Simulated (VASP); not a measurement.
Wanted: the native input for a VASP 6.6.1 run.

```yaml
Task: relaxation of cell and atoms
Functional: r2SCAN
Potentials_or_basis: VASP PAW PBE potentials, release 64 (Se)
Cutoff: 600 eV
k_mesh: 12 × 12 × 3
Occupations: fermi-dirac, width 0.1 eV
Spin: no spin polarisation
Dipole_correction: no
Further_INCAR_settings: ALGO = Normal; EDIFF = 1e-06; IBRION = 2; EDIFFG = -0.01; NSW = 80; ISIF = 3
```

The system is Se.

```xyz
4
Lattice="3.1360 0.0000 0.0000 -1.5680 2.7159 0.0000 0.0000 0.0000 10.2423" Properties=species:S:1:pos:R:3 pbc="T T T"
Se    0.0000    0.0000    0.0000
Se    0.0000    0.0000    5.1211
Se    0.0000    1.8106    2.5606
Se    1.5680    0.9053    7.6817
```

This isn't the form of Se at room conditions, which is trigonal, of chains.

One way to write it, as run:

POSCAR

```
Se
1.0
    3.1360302227      0.0000000000      0.0000000000
   -1.5680151114      2.7158818399      0.0000000000
    0.0000000000      0.0000000000     10.2422747074
Se
4
Direct
    0.0000000000      0.0000000000      0.0000000000
    0.0000000000      0.0000000000      0.5000000000
    0.3333333333      0.6666666667      0.2500000000
    0.6666666667      0.3333333333      0.7500000000
```

INCAR.step1

```
PREC     = Accurate       # precision mode
ENCUT    = 600            # plane-wave cutoff, eV
ISMEAR   = -1             # smearing method
SIGMA    = 0.1            # smearing width, eV
LREAL    = F              # projectors in reciprocal space
LASPH    = T              # aspherical terms in the spheres
NELM     = 80             # most SCF steps
GGA      = PE             # functional
ALGO     = Normal         # electronic algorithm
EDIFF    = 1E-4           # SCF threshold, eV
LWAVE    = T              # write WAVECAR
LCHARG   = F              # write CHGCAR
```

INCAR.step2

```
PREC     = Accurate       # precision mode
ENCUT    = 600            # plane-wave cutoff, eV
EDIFF    = 1E-6           # SCF threshold, eV
ISMEAR   = -1             # smearing method
SIGMA    = 0.1            # smearing width, eV
LREAL    = F              # projectors in reciprocal space
LASPH    = T              # aspherical terms in the spheres
NELM     = 80             # most SCF steps
ALGO     = Normal         # electronic algorithm
ISIF     = 3              # what is computed and relaxed
LWAVE    = F              # write WAVECAR
LCHARG   = F              # write CHGCAR
METAGGA  = R2SCAN         # meta-GGA
LMIXTAU  = T            
IBRION   = 2              # ionic algorithm
NSW      = 80             # ionic steps
EDIFFG   = -0.01          # ionic threshold
ISTART   = 1
```

KPOINTS

```
Automatic mesh
0
Gamma
  12 12 3
```

Potentials or basis: VASP PAW PBE potentials, release 64 (Se).

The run is started by

```console
$ cat potpaw_PBE.64/Se/POTCAR > POTCAR
$ cp INCAR.step1 INCAR
$ mpirun -np 1 vasp_std > vasp.out
$ cp INCAR.step2 INCAR
$ mpirun -np 1 vasp_std > vasp.out
```

It gave:

| Quantity | Value |
| --- | --- |
| Relaxed volume | 22.32 Å³/atom |
| Relaxed cell | a = 3.768 Å, b = 3.768 Å, c = 7.261 Å, α = 90.00°, β = 90.00°, γ = 120.00° |
| Space group after relaxing (to 0.1 Å) | P6_3/mmc (No. 194) |
| Energy gained by relaxing | 499.0 meV/atom |
| Ionic steps | 29 |
| Pressure after relaxing | 0.0 GPa |
| Band gap on the k mesh | zero (bands 12 and 13 overlap by 2.41 eV) |

Caveat: a cell axis changed by over 15 % at a fixed basis, so the end point is rough; the PAW data sets were made with another functional, which shifts forces and pressure a little.

Wall time 46 min on 1 thread of Intel(R) Xeon(R) 6975P-C (Granite Rapids), with other jobs on the host, peak memory 0.32 GiB.
